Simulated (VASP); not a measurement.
# MgAl2C2 (P-3m1) in VASP: a series of runs

The runs below take MgAl2C2 through single point, relaxation of shape and atoms at fixed volume, relaxation of cell and atoms, with LDA.

Everything below comes from runs of VASP 6.6.1. Logs are shortened: lines on timing, memory, paths and dates and some standing lists are left out, and cuts for length are marked.

## 1. The cell of the first run

The structure is trigonal, space group P-3m1 (No. 164). The conventional cell has a = 3.329 Å, b = 3.329 Å, c = 5.650 Å, α = 90.00°, β = 90.00°, γ = 120.00°. Mg (site symmetry -3m) has 6 C at 2.45 Å and 6 Al at 2.75 Å within 3.2 Å. Within 2.6 Å of Al (site symmetry 3m) lie 4 C at 1.98 to 2.17 Å and 3 Al at 2.57 Å. Within 2.6 Å of C (site symmetry 3m) lie 4 Al at 1.98 to 2.17 Å and 3 Mg at 2.45 Å.

## 2. Single point, LDA (volume scaled by 0.98, then relaxed in part)

INCAR reads:

```
PREC = Accurate ; ENCUT = 520
EDIFF = 1E-7 ; ISMEAR = 0
SIGMA = 0.01 ; LREAL = F
LASPH = T ; NELM = 60
ALGO = Normal ; ISIF = 2
LWAVE = F ; LCHARG = F
GGA = CA ; NBANDS = 16
```

KPOINTS reads:

```
Automatic mesh
0
Gamma
  12 12 6
```

POSCAR reads:

```
MgAl2C2
1.0
    3.3294002220      0.0000000000      0.0000000000
   -1.6647001110      2.8833451716      0.0000000000
    0.0000000000      0.0000000000      5.6503779674
Mg Al C
1 2 2
Direct
    0.0000000000      0.0000000000      0.0000000000
    0.3333333333      0.6666666667      0.3491345721
    0.6666666667      0.3333333333      0.6508654279
    0.3333333333      0.6666666667      0.7324661574
    0.6666666667      0.3333333333      0.2675338426
```

Potentials or basis: VASP PAW LDA potentials, release 64 (Mg, Al, C).

Started as:

```sh
cat potpaw_LDA.64/Mg/POTCAR potpaw_LDA.64/Al/POTCAR potpaw_LDA.64/C/POTCAR > POTCAR
mpirun -np 1 vasp_std > vasp.out
```

OUTCAR:

```text
PREC = Accurate
   ENCUT = 520
   EDIFF = 1E-7
   ISMEAR = 0
   LREAL = F
   LASPH = T
   NELM = 60
   ISIF = 2
   GGA = CA

 ion  position               nearest neighbor table
   1  0.000  0.000  0.000-   4 2.45   5 2.45   4 2.45   5 2.45   5 2.45   4 2.45   2 2.75   3 2.75
                             2 2.75   3 2.75   2 2.75   3 2.75
   2  0.333  0.667  0.349-   5 1.98   5 1.98   5 1.98   4 2.17   3 2.57   3 2.57   3 2.57   1 2.75
                             1 2.75   1 2.75
   3  0.667  0.333  0.651-   4 1.98   4 1.98   4 1.98   5 2.17   2 2.57   2 2.57   2 2.57   1 2.75
                             1 2.75   1 2.75
   4  0.333  0.667  0.732-   3 1.98   3 1.98   3 1.98   2 2.17   1 2.45   1 2.45   1 2.45
   5  0.667  0.333  0.268-   2 1.98   2 1.98   2 1.98   3 2.17   1 2.45   1 2.45   1 2.45

  LATTYP: Found a hexagonal cell.
 ALAT       =     3.3294002220
 C/A-ratio  =     1.6971158739

  Lattice vectors:

 A1 = (   3.3294002220,   0.0000000000,   0.0000000000)
 A2 = (  -1.6647001110,   2.8833451716,   0.0000000000)
 A3 = (   0.0000000000,   0.0000000000,   5.6503779674)

Analysis of symmetry for initial positions (statically):
=====================================================================
 Subroutine PRICEL returns:
 Original cell was already a primitive cell.

 Routine SETGRP: Setting up the symmetry group for a
 hexagonal supercell.

 Subroutine GETGRP returns: Found 12 space group operations
 (whereof 12 operations were pure point group operations)
 out of a pool of 24 trial point group operations.

The static configuration has the point symmetry D_3d.

Analysis of symmetry for dynamics (positions and initial velocities):
=====================================================================
 Subroutine PRICEL returns:
 Original cell was already a primitive cell.

 Routine SETGRP: Setting up the symmetry group for a
 hexagonal supercell.

 Subroutine GETGRP returns: Found 12 space group operations
 (whereof 12 operations were pure point group operations)
 out of a pool of 24 trial point group operations.

The dynamic configuration has the point symmetry D_3d.

 Subroutine INISYM returns: Found 12 space group operations
 (whereof 12 operations are pure point group operations),
 and found     1 'primitive' translations

----------------------------------------------------------------------------------------

                                     Primitive cell

  volume of cell :      54.2426

  direct lattice vectors                    reciprocal lattice vectors
     3.329400222  0.000000000  0.000000000     0.300354398  0.173409693  0.000000000
    -1.664700111  2.883345172  0.000000000     0.000000000  0.346819385  0.000000000
     0.000000000  0.000000000  5.650377967     0.000000000  0.000000000  0.176979311

  length of vectors
     3.329400222  3.329400222  5.650377967     0.346819385  0.346819385  0.176979311

  position of ions in fractional coordinates (direct lattice)
     0.000000000  0.000000000  0.000000000
     0.333333333  0.666666667  0.349134572
     0.666666667  0.333333333  0.650865428
     0.333333333  0.666666667  0.732466157
     0.666666667  0.333333333  0.267533843

  ion indices of the primitive-cell ions
   primitive index   ion index
                 1           1
                 2           2
                 3           3
                 4           4
                 5           5

----------------------------------------------------------------------------------------

 KPOINTS: Automatic mesh

Automatic generation of k-mesh.
 Grid dimensions read from file:
 generate k-points for:   12   12    6

 Generating k-lattice:

  Cartesian coordinates                     Fractional coordinates (reciprocal lattice)
     0.025029533  0.014450808  0.000000000     0.083333333  0.000000000  0.000000000
     0.000000000  0.028901615  0.000000000     0.000000000  0.083333333  0.000000000
     0.000000000  0.000000000  0.029496552     0.000000000  0.000000000  0.166666667

  Length of vectors
     0.028901615  0.028901615  0.029496552

  Shift w.r.t. Gamma in fractional coordinates (k-lattice)
     0.000000000  0.000000000  0.000000000

 Subroutine IBZKPT returns following result:
 ===========================================

 Found    100 irreducible k-points:

 Following reciprocal coordinates:
            Coordinates               Weight
  0.000000  0.000000  0.000000      1.000000
  0.083333  0.000000  0.000000      6.000000
  0.166667  0.000000  0.000000      6.000000
  0.250000  0.000000  0.000000      6.000000
  0.333333  0.000000  0.000000      6.000000
  0.416667  0.000000  0.000000      6.000000
[... 16 lines left out ...]
  0.166667  0.000000  0.166667      6.000000
  0.000000  0.166667  0.166667      6.000000
 [... further k-points ...]
   k-points           NKPTS =    100   k-points in BZ     NKDIM =    100   number of bands    NBANDS=     16
   number of dos      NEDOS =    301   number of ions     NIONS =      5
   total plane-waves  NPLWV =  32928
   dimension x,y,z NGX =    28 NGY =   28 NGZ =   42
   dimension x,y,z NGXF=    56 NGYF=   56 NGZF=   84
   ions per type =               1   2   2
   NGX,Y,Z   is equivalent  to a cutoff of  13.98, 13.98, 12.36 a.u.
   NGXF,Y,Z  is equivalent  to a cutoff of  27.96, 27.96, 24.71 a.u.
 SYSTEM =  unknown system
   PREC   = accura    normal or accurate (medium, high low for compatibility)
   ISTART =      0    job   : 0-new  1-cont  2-samecut
   ICHARG =      2    charge: 1-file 2-atom 10-const
   ISPIN  =      1    spin polarized calculation?
   LNONCOLLINEAR =      F non collinear calculations
   LSORBIT =      F    spin-orbit coupling
   LASPH  =      T    aspherical Exc in radial PAW
   ENCUT  =  520.0 eV  38.22 Ry    6.18 a.u.   6.19  6.19 10.51*2*pi/ulx,y,z
   NELM   =     60;   NELMIN=  2; NELMDL= -5     # of ELM steps
   EDIFF  = 0.1E-06   stopping-criterion for ELM
   LREAL  =      F    real-space projection
   EDIFFG = 0.1E-05   stopping-criterion for IOM
   NSW    =      0    number of steps for IOM
   IBRION =     -1    ionic relax: 0-MD 1-quasi-New 2-CG
   NFREE  =      0    steps in history (QN), initial steepest desc. (CG)
   ISIF   =      2    stress and relaxation
   ISYM   =      2    0-nonsym 1-usesym 2-fastsym
   POTIM  = 0.5000    time-step for ionic-motion
   TEBEG  =    0.0;   TEEND  =   0.0 temperature during run
   PSTRESS=    0.0 pullay stress
   NELECT =      16.0000    total number of electrons
   NUPDOWN=      -1.0000    fix difference up-down
   EMIN   =  10.00;   EMAX   =-10.00  energy-range for DOS
   EFERMI =   0.00;   METHOD = LEGACY
   ISMEAR =     0;   SIGMA  =   0.01  broadening in eV -4-tet -1-fermi 0-gaus
   EFERMI_NEDOS =   21; number of points for ismear=-14 and -15
   IALGO  =     38    algorithm
   IMIX   =      4    mixing-type and parameters
     AMIX     =   0.40;   BMIX     =  1.00
     AMIX_MAG =   1.60;   BMIX_MAG =  1.00
  volume/ion in A,a.u.               =      10.85        73.21
  Fermi-wavevector in a.u.,A,eV,Ry     =   1.089770  2.059366 16.158255  1.187598
  Thomas-Fermi vector in A             =   2.225980
   LORBIT       =      0    0 simple, 1 ext, 2 COOP (PROOUT), +10 PAW based schemes
   GGA     = CA    functional components
   LHFCALC =     F    Hartree Fock is set to
   AEXX    =    0.0000 exact exchange contribution
   IVDW    =     0    specifies the selected vdW correction
   LEPSILON=     F    determine dielectric tensor
   LRPA    =     F    only Hartree local field effects (RPA)
 non-spin polarized calculation
 Gauss-broadening in eV      SIGMA  =   0.01
  energy-cutoff  :      520.00
  volume of cell :       54.24
 maximum number of plane-waves:      1479
 NGX is ok and might be reduce to    28
   NGX = 13   NGY = 13   NGZ = 21

 number of electron      16.0000000 magnetization

 Free energy of the ion-electron system (eV)
  ---------------------------------------------------
  ext. energy  EPLUGINS =         0.00000000
  ---------------------------------------------------
  free energy    TOTEN  =       -31.09210493 eV

  energy without entropy =      -31.09210493  energy(sigma->0) =      -31.09210493

 E-fermi :   7.1714     XC(G=0): -11.2005

 val. band max:        7.0870702665   @ k =   0.0833   0.0833   0.0000
 cond. band min:       8.8737962091   @ k =   0.5000   0.0000   0.3333
 fundamental gap:      1.7867259426
 Fermi energy:         7.1713645102

 k-point     1 :       0.0000    0.0000    0.0000
  band No.  band energies     occupation
      1      -6.4521      2.00000
      2      -3.6925      2.00000
      3       0.3610      2.00000
      4       5.9061      2.00000
      5       5.9061      2.00000
      6       6.8270      2.00000
[... 8 lines left out ...]
     15      15.1594      0.00000
     16      16.3693      0.00000

 k-point     2 :       0.0833    0.0000    0.0000
  band No.  band energies     occupation
      1      -6.3512      2.00000
      2      -3.6165      2.00000
      3       0.4665      2.00000
      4       5.2781      2.00000
      5       5.7472      2.00000
      6       6.3976      2.00000
[... 8 lines left out ...]
     15      15.3725      0.00000
     16      15.5320      0.00000

 k-point     3 :       0.1667    0.0000    0.0000
  band No.  band energies     occupation
      1      -6.0522      2.00000
      2      -3.3993      2.00000
      3       0.7793      2.00000
      4       4.0534      2.00000
      5       5.3866      2.00000
      6       5.4278      2.00000
[... 8 lines left out ...]
     15      15.2836      0.00000
     16      15.9439      0.00000

 k-point     4 :       0.2500    0.0000    0.0000
  band No.  band energies     occupation
      1      -5.5688      2.00000
      2      -3.0812      2.00000
      3       1.2871      2.00000
      4       2.7183      2.00000
      5       4.2963      2.00000
      6       4.9919      2.00000
[... 8 lines left out ...]
     15      16.0967      0.00000
     16      16.0973      0.00000
[... 324 lines left out ...]
 k-point    22 :       0.0000    0.0833    0.1667
  band No.  band energies     occupation
      1      -6.2762      2.00000
      2      -3.8647      2.00000
      3       0.9060      2.00000
      4       5.2723      2.00000
      5       5.7949      2.00000
      6       6.1522      2.00000
[... 8 lines left out ...]
     15      15.1625      0.00000
     16      15.9295      0.00000

 k-point    23 :       0.1667    0.0000    0.1667
  band No.  band energies     occupation
      1      -5.9792      2.00000
      2      -3.6303      2.00000
      3       1.1795      2.00000
      4       4.0828      2.00000
      5       5.3423      2.00000
      6       5.4233      2.00000
[... 8 lines left out ...]
     15      15.7980      0.00000
     16      15.9575      0.00000

 k-point    24 :       0.0000    0.1667    0.1667
  band No.  band energies     occupation
      1      -5.9786      2.00000
      2      -3.6326      2.00000
      3       1.1874      2.00000
      4       4.0972      2.00000
      5       5.2269      2.00000
      6       5.4384      2.00000
[... 8 lines left out ...]
     15      15.3084      0.00000
     16      15.9055      0.00000

 [... further k-points ...]
[... 5 lines left out ...]
  --------------------------------------------------------------------------------------
  -------------------------------------------------------------------------------------
  Total        1.0293520      1.0293520      0.9168524      0.0000000      0.0000000      0.0000000
  in kB       30.4042533     30.4042533     27.0813232      0.0000000      0.0000000      0.0000000
  external PRESSURE =      29.2966100 kB  Pullay stress =       0.0000000 kB

 VOLUME and BASIS-vectors are now :
 -----------------------------------------------------------------------------
  energy-cutoff  :      520.00
  volume of cell :       54.24
      direct lattice vectors                 reciprocal lattice vectors
     3.329400222  0.000000000  0.000000000     0.300354398  0.173409693  0.000000000
    -1.664700111  2.883345172  0.000000000     0.000000000  0.346819385  0.000000000
     0.000000000  0.000000000  5.650377967     0.000000000  0.000000000  0.176979311

 POSITION                                       TOTAL-FORCE (eV/Angst)
 -----------------------------------------------------------------------------------
      0.00000      0.00000      0.00000        -0.000000      0.000000     -0.000000
     -0.00000      1.92223      1.97274         0.000000      0.000000      0.001363
      1.66470      0.96112      3.67764        -0.000000     -0.000000     -0.001363
     -0.00000      1.92223      4.13871        -0.000000      0.000000      0.032109
      1.66470      0.96112      1.51167         0.000000      0.000000     -0.032109
 -----------------------------------------------------------------------------------
    total drift:                                0.000000     -0.000000      0.000000

  FREE ENERGIE OF THE ION-ELECTRON SYSTEM (eV)
  ---------------------------------------------------
  free  energy   TOTEN  =       -31.0921049308 eV

  energy  without entropy=      -31.0921049308  energy(sigma->0) =      -31.09210493
```

It took 56 s on 1 thread of AMD EPYC 9R45 (Zen 5), shared host; peak memory 0.18 GiB.

What came out:

```yaml
Free_energy: -31.0921 eV
Pressure: 2.9 GPa
Largest_force: 0.032 eV/Å
Band_gap_on_the_k_mesh: 1.79 eV, indirect (least direct gap 3.01 eV)
```

Forces on the atoms (eV/Å):
```
Mg   0.000  0.000  0.000
Al   0.000  0.000  0.001
Al   0.000  0.000 -0.001
C    0.000  0.000  0.032
C    0.000  0.000 -0.032
```

Stress tensor (GPa, compression positive):
```
3.04 0.00 0.00
0.00 3.04 0.00
0.00 0.00 2.71
```

Levels at points of the mesh, in eV from the valence-band top:
```csv
k point,band 4,band 5,band 6,band 7,band 8,band 9,band 10,band 11,band 12,band 13
"(0.00, 0.00, 0.00)",-1.18,-1.18,-0.26,-0.26,-0.20,3.86,4.78,6.71,6.71,7.01
"(0.50, 0.00, 0.00)",-5.22,-3.86,-2.71,-2.27,-1.10,1.96,4.62,4.86,6.66,7.67
"(0.00, 0.00, 0.50)",-3.40,-0.98,-0.98,-0.50,-0.50,4.72,5.67,6.61,6.61,7.10
"(0.50, 0.00, 0.50)",-6.22,-2.47,-1.92,-1.66,-1.52,1.94,3.68,4.21,4.84,8.10
```

Caveat: the cell differs from its parent crystal (volume scaled by 0.98, then relaxed in part). A k mesh can miss the band edges.

## 3. Single point, LDA

This run uses another cell than the first one, of 11.07 Å³/atom, 1.020 times its volume.

Edit INCAR of step 2 so:

```diff
@@ -6,2 +6,2 @@
 LWAVE = F ; LCHARG = F
-GGA = CA ; NBANDS = 16
+NBANDS = 16
```

KPOINTS reads:

```
regular mesh
0
Gamma
  12 12 6
```

POSCAR reads:

```
MgAl2C2
1.0
    3.3470274287      0.0000000000      0.0000000000
   -1.6735137144      2.8986107804      0.0000000000
    0.0000000000      0.0000000000      5.7051213920
Mg Al C
1 2 2
Direct
    0.0000000000      0.0000000000      0.0000000000
    0.3333333333      0.6666666667      0.3495036925
    0.6666666667      0.3333333333      0.6504963075
    0.3333333333      0.6666666667      0.7310792029
    0.6666666667      0.3333333333      0.2689207971
```

Potentials or basis: VASP PAW LDA potentials, release 64 (Mg, Al, C).

Started as:

```sh
cat potpaw_LDA.64/Mg/POTCAR potpaw_LDA.64/Al/POTCAR potpaw_LDA.64/C/POTCAR > POTCAR
mpirun -np 1 vasp_std > vasp.out
```

Run time: 54 s. Hardware: 1 thread of AMD EPYC 9R45 (Zen 5), shared host; peak memory 0.18 GiB.

Results (log left out):

* Free energy: -31.1012 eV
* Pressure: -0.1 GPa
* Largest force: 0.031 eV/Å
* Band gap on the k mesh: 1.77 eV, indirect (least direct gap 2.98 eV)

Forces on the atoms (eV/Å):
```
Mg   0.000  0.000  0.000
Al   0.000  0.000  0.001
Al   0.000  0.000 -0.001
C    0.000  0.000  0.031
C    0.000  0.000 -0.031
```

Stress tensor (GPa, compression positive):
```
 0.03  0.00  0.00
 0.00  0.03  0.00
 0.00  0.00 -0.29
```

Levels at points of the mesh, in eV from the valence-band top:
```
           k point  band 6  band 7  band 8  band 9  band 10  band 11
(0.00, 0.00, 0.00)   -0.23   -0.23   -0.22    3.68     4.70     6.67
(0.50, 0.00, 0.00)   -2.66   -2.22   -1.08    1.97     4.52     4.77
(0.00, 0.00, 0.50)   -0.96   -0.46   -0.46    4.62     5.54     6.58
(0.50, 0.00, 0.50)   -1.90   -1.62   -1.47    1.92     3.64     4.10
```

## 4. Single point, LDA (volume scaled by 1.02, then relaxed in part)

INCAR reads:

```
  ALGO = Normal
  EDIFF = 1E-6
  ENCUT = 520
  GGA = CA
  ISIF = 2
  ISMEAR = 0
  LASPH = T
  LCHARG = T
  LELF = T
  LREAL = F
  LVHAR = T
  LWAVE = F
  NBANDS = 16
  NELM = 100
  PREC = Accurate
  SIGMA = 0.01
```

KPOINTS reads:

```
k-points
0
Gamma
  12 12 6
```

POSCAR reads:

```
MgAl2C2
1.0
    3.3642200772      0.0000000000      0.0000000000
   -1.6821100386      2.9135000508      0.0000000000
    0.0000000000      0.0000000000      5.7598981975
Mg Al C
1 2 2
Direct
    0.0000000000      0.0000000000      0.0000000000
    0.3333333333      0.6666666667      0.3498914544
    0.6666666667      0.3333333333      0.6501085456
    0.3333333333      0.6666666667      0.7296689386
    0.6666666667      0.3333333333      0.2703310614
```

Started as:

```sh
cat potpaw_LDA.64/Mg/POTCAR potpaw_LDA.64/Al/POTCAR potpaw_LDA.64/C/POTCAR > POTCAR
mpirun -np 1 vasp_std > vasp.out
```

Run time: 63 s. Hardware: 1 thread of AMD EPYC 9R45 (Zen 5), shared host; peak memory 0.19 GiB.

The run converged. Its results:

* Free energy: -31.0906 eV
* Pressure: -2.8 GPa
* Largest force: 0.030 eV/Å
* Band gap on the k mesh: 1.76 eV, indirect (least direct gap 2.96 eV)

Forces in eV/Å, atoms in the order of the input:
```
Mg   0.000  0.000  0.000
Al   0.000  0.000 -0.001
Al   0.000  0.000  0.001
C    0.000  0.000  0.030
C    0.000  0.000 -0.030
```

Stress tensor (GPa, compression positive):
```
-2.68  0.00  0.00
 0.00 -2.68  0.00
 0.00  0.00 -3.01
```

Levels at points of the mesh, in eV from the valence-band top:
```csv
k point,band 4,band 5,band 6,band 7,band 8,band 9,band 10,band 11,band 12,band 13
"(0.00, 0.00, 0.00)",-1.11,-1.11,-0.24,-0.21,-0.21,3.49,4.62,6.63,6.63,6.84
"(0.50, 0.00, 0.00)",-5.12,-3.71,-2.61,-2.18,-1.05,1.98,4.42,4.68,6.61,7.34
"(0.00, 0.00, 0.50)",-3.33,-0.93,-0.93,-0.42,-0.42,4.53,5.43,6.56,6.56,6.61
"(0.50, 0.00, 0.50)",-6.04,-2.39,-1.88,-1.58,-1.42,1.89,3.58,4.02,4.67,8.03
```

Caveat: the cell differs from its parent crystal (volume scaled by 1.02, then relaxed in part). A k mesh can miss the band edges.

[end of part 1 of 2]
